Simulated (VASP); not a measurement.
# SnTe (F-43m) in VASP: settings compared, part 2 of 2

VASP 6.6.1. Earlier steps stand in the parts before.

**3. Single point, LDA**

This run uses another cell than the first one, of 42.94 Å³/atom, 0.912 times its volume.

INCAR reads:

```
SYSTEM = SnTe
ALGO = Normal ; EDIFF = 1E-7
ENCUT = 520 ; ISIF = 2
ISMEAR = -1 ; LASPH = .True.
LCHARG = .False. ; LREAL = .False.
LWAVE = .False. ; NBANDS = 17
NELM = 60 ; PREC = Accurate
SIGMA = 0.05
```

KPOINTS reads:

```
k-points
0
Gamma
  7 7 7
  0 0 0
```

POSCAR reads:

```
SnTe
1.0
    0.0000000000      3.5017804760      3.5017804760
    3.5017804760      0.0000000000      3.5017804760
    3.5017804760      3.5017804760      0.0000000000
Te Sn
1 1
Direct
    0.2500000000      0.2500000000      0.2500000000
    0.0000000000      0.0000000000      0.0000000000
```

Potentials or basis: VASP PAW LDA potentials, release 64 (Te, Sn_d).

On the command line:

```bash
$ cat potpaw_LDA.64/Te/POTCAR potpaw_LDA.64/Sn_d/POTCAR > POTCAR
$ mpirun -np 1 vasp_std > vasp.out
```

OUTCAR:

```text
SYSTEM = SnTe
   EDIFF = 1E-7
   ENCUT = 520
   ISIF = 2
   ISMEAR = -1
   LASPH = .True.
   LREAL = .False.
   NELM = 60
   PREC = Accurate

 ion  position               nearest neighbor table
   1  0.250  0.250  0.250-   2 3.03   2 3.03   2 3.03   2 3.03
   2  0.000  0.000  0.000-   1 3.03   1 3.03   1 3.03   1 3.03

  LATTYP: Found a face centered cubic cell.
 ALAT       =     7.0035609520

  Lattice vectors:

 A1 = (   0.0000000000,   3.5017804760,   3.5017804760)
 A2 = (   3.5017804760,   0.0000000000,   3.5017804760)
 A3 = (   3.5017804760,   3.5017804760,   0.0000000000)

Analysis of symmetry for initial positions (statically):
=====================================================================
 Subroutine PRICEL returns:
 Original cell was already a primitive cell.

 Routine SETGRP: Setting up the symmetry group for a
 face centered cubic supercell.

 Subroutine GETGRP returns: Found 24 space group operations
 (whereof 24 operations were pure point group operations)
 out of a pool of 48 trial point group operations.

The static configuration has the point symmetry T_d .

Analysis of symmetry for dynamics (positions and initial velocities):
=====================================================================
 Subroutine PRICEL returns:
 Original cell was already a primitive cell.

 Routine SETGRP: Setting up the symmetry group for a
 face centered cubic supercell.

 Subroutine GETGRP returns: Found 24 space group operations
 (whereof 24 operations were pure point group operations)
 out of a pool of 48 trial point group operations.

The dynamic configuration has the point symmetry T_d .

 Subroutine INISYM returns: Found 24 space group operations
 (whereof 24 operations are pure point group operations),
 and found     1 'primitive' translations

----------------------------------------------------------------------------------------

                                     Primitive cell

[... 102 lines left out ...]
   IALGO  =     38    algorithm
   IMIX   =      4    mixing-type and parameters
     AMIX     =   0.40;   BMIX     =  1.00
     AMIX_MAG =   1.60;   BMIX_MAG =  1.00
  volume/ion in A,a.u.               =      42.94       289.78
  Fermi-wavevector in a.u.,A,eV,Ry     =   1.007208  1.903347 13.802680  1.014468
  Thomas-Fermi vector in A             =   2.139999
   LORBIT       =      0    0 simple, 1 ext, 2 COOP (PROOUT), +10 PAW based schemes
   GGA     = CA    functional components
   LHFCALC =     F    Hartree Fock is set to
   AEXX    =    0.0000 exact exchange contribution
   IVDW    =     0    specifies the selected vdW correction
   LEPSILON=     F    determine dielectric tensor
   LRPA    =     F    only Hartree local field effects (RPA)
 non-spin polarized calculation
  energy-cutoff  :      520.00
  volume of cell :       85.88
 maximum number of plane-waves:      2325
 NGX is ok and might be reduce to    40
   NGX = 19   NGY = 19   NGZ = 19

 number of electron      19.9999998 magnetization

 Free energy of the ion-electron system (eV)
  ---------------------------------------------------
  ext. energy  EPLUGINS =         0.00000000
  ---------------------------------------------------
  free energy    TOTEN  =        -8.05331205 eV

  energy without entropy =       -8.04812031  energy(sigma->0) =       -8.05071618

 E-fermi :   3.6915     XC(G=0):  -8.1718

 val. band max:        3.6483164950   @ k =   0.4286   0.4286   0.0000
 cond. band min:       3.8358283506   @ k =   0.2857   0.2857   0.0000
 fundamental gap:      0.1875118556
 Fermi energy:         3.6914606848

 k-point     1 :       0.0000    0.0000    0.0000
  band No.  band energies     occupation
      1     -17.9642      2.00000
      2     -17.9642      2.00000
      3     -17.9642      2.00000
      4     -17.9472      2.00000
      5     -17.9472      2.00000
      6      -8.3119      2.00000
[... 377 lines left out ...]
      4     -17.9479      2.00000
      5     -17.9467      2.00000
      6      -7.3960      2.00000
[... 9 lines left out ...]
     16      11.2347      0.00000
     17      12.5498      0.00000

------------------------ aborting loop because EDIFF is reached ----------------------------------------

  FORCE on cell =-STRESS in cart. coord.  units (eV):
  Direction    XX          YY          ZZ          XY          YZ          ZX
  --------------------------------------------------------------------------------------
  -------------------------------------------------------------------------------------
  Total        0.0299394      0.0299394      0.0299394      0.0000000      0.0000000      0.0000000
  in kB        0.5585436      0.5585436      0.5585436      0.0000000      0.0000000      0.0000000
  external PRESSURE =       0.5585436 kB  Pullay stress =       0.0000000 kB

 VOLUME and BASIS-vectors are now :
 -----------------------------------------------------------------------------
  energy-cutoff  :      520.00
  volume of cell :       85.88
      direct lattice vectors                 reciprocal lattice vectors
     0.000000000  3.501780476  3.501780476    -0.142784507  0.142784507  0.142784507
     3.501780476  0.000000000  3.501780476     0.142784507 -0.142784507  0.142784507
     3.501780476  3.501780476  0.000000000     0.142784507  0.142784507 -0.142784507

 POSITION                                       TOTAL-FORCE (eV/Angst)
 -----------------------------------------------------------------------------------
      1.75089      1.75089      1.75089        -0.000000     -0.000000     -0.000000
      0.00000      0.00000      0.00000         0.000000      0.000000      0.000000
 -----------------------------------------------------------------------------------
    total drift:                               -0.000000     -0.000000     -0.000000

  FREE ENERGIE OF THE ION-ELECTRON SYSTEM (eV)
  ---------------------------------------------------
  free  energy   TOTEN  =        -8.0533120532 eV

  energy  without entropy=       -8.0481203145  energy(sigma->0) =       -8.05071618
```

OSZICAR:

```text
N       E                     dE             d eps       ncg     rms          rms(c)
DAV:   1     0.124036115706E+03    0.12404E+03   -0.92243E+03   680   0.123E+03
DAV:   2     0.426861642779E+01   -0.11977E+03   -0.11624E+03   724   0.300E+02
DAV:   3    -0.779228800526E+01   -0.12061E+02   -0.11985E+02   846   0.918E+01
DAV:   4    -0.816336753489E+01   -0.37108E+00   -0.37087E+00   803   0.170E+01
DAV:   5    -0.817964752265E+01   -0.16280E-01   -0.16280E-01   958   0.333E+00    0.548E+00
DAV:   6    -0.806534042018E+01    0.11431E+00   -0.25526E-01   870   0.251E+00    0.365E+00
DAV:   7    -0.805490754217E+01    0.10433E-01   -0.63533E-02   752   0.954E-01    0.104E+00
DAV:   8    -0.805330909282E+01    0.15984E-02   -0.80623E-03   826   0.569E-01    0.233E-01
DAV:   9    -0.805331816820E+01   -0.90754E-05   -0.13489E-03   855   0.234E-01    0.573E-02
DAV:  10    -0.805329814315E+01    0.20025E-04   -0.13949E-04   835   0.692E-02    0.302E-02
DAV:  11    -0.805331363604E+01   -0.15493E-04   -0.56379E-05   764   0.406E-02    0.310E-02
DAV:  12    -0.805331228372E+01    0.13523E-05   -0.43931E-06   779   0.105E-02    0.183E-02
DAV:  13    -0.805331208218E+01    0.20155E-06   -0.10736E-06   781   0.531E-03    0.216E-03
DAV:  14    -0.805331205323E+01    0.28947E-07   -0.20002E-07   415   0.467E-03
   1 F= -.80533121E+01 E0= -.80507162E+01  d E =-.519174E-02
```

It took 14 s on 1 thread of Intel Xeon 6975P-C (Granite Rapids), shared host; peak memory 0.2 GiB.

What came out:

* Free energy: -8.0533 eV
* Pressure: 0.1 GPa

Levels at points of the mesh, in eV from the Fermi level:
| k point | band 6 | band 7 | band 8 | band 9 | band 10 | band 11 | band 12 | band 13 | band 14 | band 15 |
| --- | --- | --- | --- | --- | --- | --- | --- | --- | --- | --- |
| (0.00, 0.00, 0.00) | -12.00 | -4.96 | -2.07 | -2.07 | -2.07 | 0.97 | 0.97 | 0.97 | 3.95 | 6.51 |

Caveat: spin-orbit coupling is left out, which moves the levels of the heavy elements.

**4. Single point, LDA, non-collinear spin, zero start, spin-orbit coupling**

INCAR reads:

```
PREC = Accurate
ENCUT = 520
EDIFF = 1E-7
ISMEAR = -1
SIGMA = 0.05
LREAL = False
LASPH = True
NELM = 150
ALGO = Normal
ISIF = 2
LWAVE = False
LCHARG = True
LNONCOLLINEAR = True
MAGMOM = 0 0 0 0 0 0
LORBIT = 11
LSORBIT = True
GGA_COMPAT = False
LORBMOM = True
GGA = CA
LVHAR = True
NBANDS = 32
```

KPOINTS reads:

```
Automatic mesh
0
Gamma
  5 5 5
```

POSCAR reads:

```
SnTe
1.0
    0.0000000000      3.6111460000      3.6111460000
    3.6111460000      0.0000000000      3.6111460000
    3.6111460000      3.6111460000      0.0000000000
Te Sn
1 1
Direct
    0.2500000000      0.2500000000      0.2500000000
    0.0000000000      0.0000000000      0.0000000000
```

On the command line:

```bash
$ cat potpaw_LDA.64/Te/POTCAR potpaw_LDA.64/Sn_d/POTCAR > POTCAR
$ mpirun -np 1 vasp_ncl > vasp.out
```

Wall time 66 s (1 thread of Intel Xeon 6975P-C (Granite Rapids), shared host); peak memory 0.4 GiB.

The run converged. Its results:

| Property | Result |
| --- | --- |
| Free energy | -8.1696 eV |
| Pressure | -2.2 GPa |
| Net moment | 0.00 μB per cell |
| Valence electrons inside the program's atomic spheres | Te 3.36; Sn 12.07 |

Moments on the atoms (μB; x, y, z):
```
Te  0.00 0.00 0.00
Sn  0.00 0.00 0.00
```

**5. Summary**

```tsv
level	potentials or basis	spin	cell	k mesh	grid for exact exchange (PRECFOCK)	pressure (GPa)
HF	VASP PAW PBE potentials, release 64 (Te, Sn_d)	off	a = 5.107 Å, angles 60.0°, 2 atoms	4 × 4 × 4	Normal	1.0
LDA	VASP PAW LDA potentials, release 64 (Te, Sn_d)	off	a = 4.952 Å, angles 60.0°, 2 atoms	7 × 7 × 7	-	0.1
LDA	VASP PAW LDA potentials, release 64 (Te, Sn_d)	non-collinear, zero start, SOC	a = 5.107 Å, angles 60.0°, 2 atoms	5 × 5 × 5	-	-2.2
```

Alike in all rows: task single point; cutoff (eV) 520; smearing fermi-dirac 0.05 eV.

Caveats: spin-orbit coupling is left out, which moves the levels of the heavy elements (some runs); the PAW data sets were made with another functional, which shifts forces and pressure a little (some runs).

Absolute energies hang on the potentials; compare differences alone.
